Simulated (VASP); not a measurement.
A run of VASP 6.6.1:

INCAR

```
SYSTEM = Nb8N5
PREC = Accurate
ENCUT = 520
EDIFF = 1E-6
ISMEAR = 0
SIGMA = 0.05
LREAL = .False.
LASPH = .True.
NELM = 60
ALGO = Normal
ISIF = 2
LWAVE = .False.
LCHARG = .False.
NBANDS = 76
```

Contents of KPOINTS:

```
regular mesh
0
Gamma
  6 6 4
  0 0 0
```

POSCAR

```
Nb8N5
1.0
    3.0076251888     -4.3172798981      0.0000000000
    3.0076251888      4.3172798981      0.0000000000
    0.0000000000      0.0000000000      6.1107325947
Nb N
8 5
Direct
    0.2451400000      0.2451400000      0.7507320000
    0.7548600000      0.7548600000      0.2492680000
    0.7548600000      0.7548600000      0.7507320000
    0.2451400000      0.2451400000      0.2492680000
    0.7470840000      0.2529160000      0.5000000000
    0.2483390000      0.7516610000      0.0000000000
    0.7516610000      0.2483390000      0.0000000000
    0.2529160000      0.7470840000      0.5000000000
    0.5000000000      0.5000000000      0.0000000000
    0.5000000000      0.0000000000      0.7484270000
    0.0000000000      0.5000000000      0.2515730000
    0.0000000000      0.5000000000      0.7484270000
    0.5000000000      0.0000000000      0.2515730000
```

Potentials or basis: VASP PAW LDA potentials, release 64 (Nb_sv, N).

Run with:

```bash
$ cat potpaw_LDA.64/Nb_sv/POTCAR potpaw_LDA.64/N/POTCAR > POTCAR
$ mpirun -np 1 vasp_std > vasp.out
```

Hardware: 1 thread of AMD EPYC 7R43 64-Core Processor (Zen 3), with other jobs on the host.

Q: Estimate the wall time of this run.

A: It took 14 min on 1 thread of AMD EPYC 7R43 64-Core Processor (Zen 3) (shared host), peak memory 0.4 GiB. Counts: scf iterations 16, k points 39.
